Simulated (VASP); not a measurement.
Write the native input for VASP 6.6.1 that does the following.

- Task: single point
- Functional: r2SCAN
- Potentials or basis: VASP PAW PBE potentials, release 64 (Mg, O)
- Cutoff: 520 eV
- k mesh: 12 × 12 × 6
- Occupations: gaussian, width 0.01 eV
- Spin: no spin polarisation
- Dipole correction: no
- Further INCAR settings: ALGO = Normal; EDIFF = 1e-06; NBANDS = 16

Crystal: MgO.

```xyz
4
Lattice="3.2882 0.0000 0.0000 -1.6441 2.8477 0.0000 0.0000 0.0000 5.1854" Properties=species:S:1:pos:R:3 pbc="T T T"
Mg    0.0000    1.8985   -0.0298
Mg    1.6441    0.9492    2.5629
O     0.0000    1.8985    1.9744
O     1.6441    0.9492    4.5671
```

This cell differs from its parent crystal: uniaxial z strain +3.0%.

One way to write it, as run:

POSCAR

```
MgO
1.0
    3.2882172281      0.0000000000      0.0000000000
   -1.6441086140      2.8476796527      0.0000000000
    0.0000000000      0.0000000000      5.1853972630
Mg O
2 2
Direct
    0.3333333333      0.6666666667     -0.0057557920
    0.6666666667      0.3333333333      0.4942442080
    0.3333333333      0.6666666667      0.3807557920
    0.6666666667      0.3333333333      0.8807557920
```

INCAR.step1

```
PREC = Accurate
ENCUT = 520
ISMEAR = 0
SIGMA = 0.01
LREAL = False
LASPH = True
NELM = 60
NBANDS = 16
GGA = PE
ALGO = Normal
EDIFF = 1E-4
LWAVE = True
LCHARG = False
```

INCAR.step2

```
PREC = Accurate
ENCUT = 520
EDIFF = 1E-6
ISMEAR = 0
SIGMA = 0.01
LREAL = False
LASPH = True
NELM = 60
ALGO = Normal
ISIF = 2
LWAVE = False
LCHARG = True
METAGGA = R2SCAN
LMIXTAU = True
LELF = True
LVHAR = True
NBANDS = 16
ISTART = 1
```

KPOINTS

```
Automatic mesh
0
Gamma
  12 12 6
```

Potentials or basis: VASP PAW PBE potentials, release 64 (Mg, O).

Run with:

```bash
$ cat potpaw_PBE.64/Mg/POTCAR potpaw_PBE.64/O/POTCAR > POTCAR
$ cp INCAR.step1 INCAR
$ mpirun -np 1 vasp_std > vasp.out
$ cp INCAR.step2 INCAR
$ mpirun -np 1 vasp_std > vasp.out
```

It gave:

- Pressure: -3.7 GPa
- Band gap on the k mesh: 4.15 eV, direct

Caveat: the cell differs from its parent crystal (uniaxial z strain +3.0%); the PAW data sets were made with another functional, which shifts forces and pressure a little.

Wall time 54 s on 1 thread of Intel(R) Xeon(R) 6975P-C (Granite Rapids), with other jobs on the host, peak memory 0.2 GiB.
